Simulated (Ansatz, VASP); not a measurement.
# One calculation of Ag, two programs

```
Ag
1.0
    -1.46651    1.46651    2.07331
     1.46651   -1.46651    2.07331
     1.46651    1.46651   -2.07331
Ag
1
Direct
  0.00000 0.00000 0.00000
```

Alike in both runs: functional PBE; k mesh 26 × 26 × 26; occupations gaussian, width 0.1 eV; no spin polarisation.

Ansatz relaxed the structure, and its values are those at the end. VASP's run is a single point on that final structure, the one shown.

```csv
,VASP,Ansatz
version,VASP 6.6.1,Ansatz 0.2.0
potentials or method,"VASP PAW PBE potentials, release 64 (Ag), cutoff 520 eV","scalar-relativistic, plane waves, PAW"
valence electrons in the cell,11,19
```

```csv
,VASP,Ansatz,Ansatz less VASP
gap on the k mesh at the Fermi level (eV),none,none,-
pressure (GPa),-0.1,0.0,+0.11
```

A gap of «none» marks a metal or a gap that the smearing closes. VASP's potentials hold 11 valence electrons a cell and Ansatz's 19, so a difference there can come from the potentials and not from the codes.
